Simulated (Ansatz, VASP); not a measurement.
# Hf in VASP and in Ansatz

Contents of INCAR:

```
SYSTEM = Hf
  PREC = Accurate
  ENCUT = 500
  EDIFF = 1E-7
  ISMEAR = 0
  SIGMA = 0.1
  LREAL = .False.
  LASPH = .True.
  NELM = 120
  ALGO = Normal
  ISIF = 3
  LWAVE = .False.
  LCHARG = .False.
  GGA = PE
  IBRION = 2
  NSW = 100
  EDIFFG = -0.01
  GGA_COMPAT = .False.
  NELMIN = 4
```

File KPOINTS:

```
regular mesh
0
Gamma
  20 20 20
  0 0 0
```

POSCAR

```
Hf
1.0
   -2.7566158009      2.7566158009      1.5037848050
    2.7566158009     -2.7566158009      1.5037848050
    2.7566158009      2.7566158009     -1.5037848050
Hf
2
Direct
    0.0000000000      0.0000000000      0.0000000000
    0.7500000000      0.2500000000      0.5000000000
```

Input for Ansatz:

```yaml
crystal:
  lattice:
    - [-2.7566158009, 2.7566158009, 1.503784805]
    - [2.7566158009, -2.7566158009, 1.503784805]
    - [2.7566158009, 2.7566158009, -1.503784805]
  atoms:
    - { symbol: Hf, position: [0.0, 0.0, 0.0] }
    - { symbol: Hf, position: [0.75, 0.25, 0.5] }
basis:
  ecutwfc: 420
kpoints:
  mp_grid: { grid: [20, 20, 20] }
hamiltonian:
  xc: pbe
scf:
  occupations: { method: gaussian, width: 0.1 }
output:
  forces: true
  stress: true
  eigenvalues: true
relax:
  adjacent_minimum: "off"
  f_tol: 0.01
  max_steps: 80
  cell: { stress_tol: 0.05 }
```

Alike in both runs: task relaxation of cell and atoms; functional PBE; k mesh 20 × 20 × 20; occupations gaussian, width 0.1 eV; no spin polarisation.

|  | VASP | Ansatz |
| --- | --- | --- |
| version | VASP 6.6.1 | Ansatz 0.2.0 |
| potentials or method | VASP PAW PBE potentials, release 64 (Hf_pv), cutoff 500 eV | scalar-relativistic, plane waves, PAW |
| valence electrons in the cell | 20 | 52 |

```csv
,VASP,Ansatz,Ansatz less VASP
"gap on the k mesh at the Fermi level, each at its own relaxed structure (eV)",none,none,-
relaxed volume (Å³/atom),23.22,23.32,+0.101
relaxed length of the cell vector where the two differ most in proportion (Å),4.208,4.215,+0.0065
```

A gap of «none» marks a metal or a gap that the smearing closes. VASP's potentials hold 20 valence electrons a cell and Ansatz's 52, so a difference there can come from the potentials and not from the codes.

Neither program's run includes spin-orbit coupling.
